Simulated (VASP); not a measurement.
A run of VASP 6.6.1 is set up as follows.

POSCAR

```
InAs
1.0
    0.0000000000      3.1151736000      3.1151736000
    3.1151736000      0.0000000000      3.1151736000
    3.1151736000      3.1151736000      0.0000000000
In As
1 1
Direct
    0.0000000000      0.0000000000      0.0000000000
    0.7500000000      0.7500000000      0.7500000000
```

Contents of INCAR.step1:

```
SYSTEM = InAs
  ALGO = Normal
  EDIFF = 1E-4
  ENCUT = 520
  GGA = PE
  ISMEAR = 0
  LASPH = .True.
  LCHARG = .False.
  LREAL = .False.
  LWAVE = .True.
  NBANDS = 16
  NELM = 80
  PREC = Accurate
  SIGMA = 0.1
```

Contents of INCAR.step2:

```
SYSTEM = InAs
  ALGO = Normal
  EDIFF = 1E-6
  ENCUT = 520
  ISIF = 2
  ISMEAR = 0
  ISTART = 1
  LASPH = .True.
  LCHARG = .True.
  LELF = .True.
  LMIXTAU = .True.
  LREAL = .False.
  LVHAR = .True.
  LWAVE = .False.
  METAGGA = R2SCAN
  NBANDS = 16
  NELM = 80
  PREC = Accurate
  SIGMA = 0.1
```

The input KPOINTS:

```
k-points
0
Gamma
  12 12 12
  0 0 0
```

Potentials or basis: VASP PAW PBE potentials, release 64 (In_d, As).

Launch:

```sh
$ cat potpaw_PBE.64/In_d/POTCAR potpaw_PBE.64/As/POTCAR > POTCAR
$ cp INCAR.step1 INCAR
$ mpirun -np 1 vasp_std > vasp.out
$ cp INCAR.step2 INCAR
$ mpirun -np 1 vasp_std > vasp.out
```

Task: What does it give for the pressure?

Result: -3.0 GPa.

Task: Predict the band gap on the k mesh.

Result: Zero (filled and empty bands touch).

Caveat: the cell differs from its parent crystal (functional r2SCAN, strained); the PAW data sets were made with another functional, which shifts forces and pressure a little; spin-orbit coupling is left out, which moves the levels of the heavy elements.
